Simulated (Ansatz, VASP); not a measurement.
CdF2 in VASP and in Ansatz

```xyz
6
Lattice="3.0292 0.0000 0.0000 0.0000 4.2840 0.0000 0.0000 0.0000 6.0585" Properties=species:S:1:pos:R:3 pbc="T T T"
Cd    0.0000    0.0000    3.7866
Cd    1.5146    2.1420    2.2719
F     0.0000    2.1420    3.7866
F     1.5146    0.0000    2.2719
F     0.0000    2.1420    0.7573
F     1.5146    0.0000    5.3012
```

Change from the starting cell: ordered vacancies on the cation sites of rock salt (Pmmn, No. 59).

Alike in both runs: task single point; functional PBE; k mesh 6 × 4 × 4; occupations gaussian, width 0.1 eV; no spin polarisation.

|  | VASP | Ansatz |
| --- | --- | --- |
| version | VASP 6.6.1 | Ansatz 0.2.0 |
| potentials or method | VASP PAW PBE potentials, release 64 (Cd, F), cutoff 520 eV | scalar-relativistic, plane waves, PAW |
| valence electrons in the cell | 52 | 68 |

VASP gave:

| Item | Value |
| --- | --- |
| gap on the k mesh at the Fermi level (eV) | 2.01 |
| least direct gap on the mesh (eV) | 2.07 |
| rms of the force components (eV/Å) | 1.435 |

Estimate Ansatz's values.

gap on the k mesh at the Fermi level (eV): 2.10; least direct gap on the mesh (eV): 2.15; rms of the force components (eV/Å): 1.411.

Atom by atom the forces differ by 0.080 eV/Å (rms over components). The functional is the same, so the differences come from potentials, cutoffs and numerics. VASP's potentials hold 52 valence electrons a cell and Ansatz's 68, so a difference there can come from the potentials and not from the codes.
